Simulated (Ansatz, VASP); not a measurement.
**W2F3: VASP beside Ansatz**

```
W F
1.0
     4.52537    0.00000    0.00000
    -2.26268    3.91908    0.00000
     0.00000    0.00000    4.06230
W F
2 3
Direct
  0.33333 0.66667 0.00000
  0.66667 0.33333 0.00000
  0.00000 0.00000 0.00000
  0.33333 0.66667 0.50000
  0.66667 0.33333 0.50000
```

Alike in both runs: functional PBE; k mesh 12 × 12 × 10; occupations gaussian, width 0.1 eV; no spin polarisation.

Ansatz relaxed the structure, and its values are those at the end. VASP's run is a single point on that final structure, the one shown.

```csv
,VASP,Ansatz
version,VASP 6.6.1,Ansatz 0.2.0
potentials or method,"VASP PAW PBE potentials, release 64 (W_sv, F), cutoff 520 eV","scalar-relativistic, plane waves, PAW"
valence electrons in the cell,49,49
```

|  | VASP | Ansatz | Ansatz less VASP |
| --- | --- | --- | --- |
| gap on the k mesh at the Fermi level (eV) | none | none | - |
| pressure (GPa) | 0.6 | 0.0 | -0.64 |

A gap of «none» marks a metal or a gap that the smearing closes.

Spin-orbit coupling is off throughout.
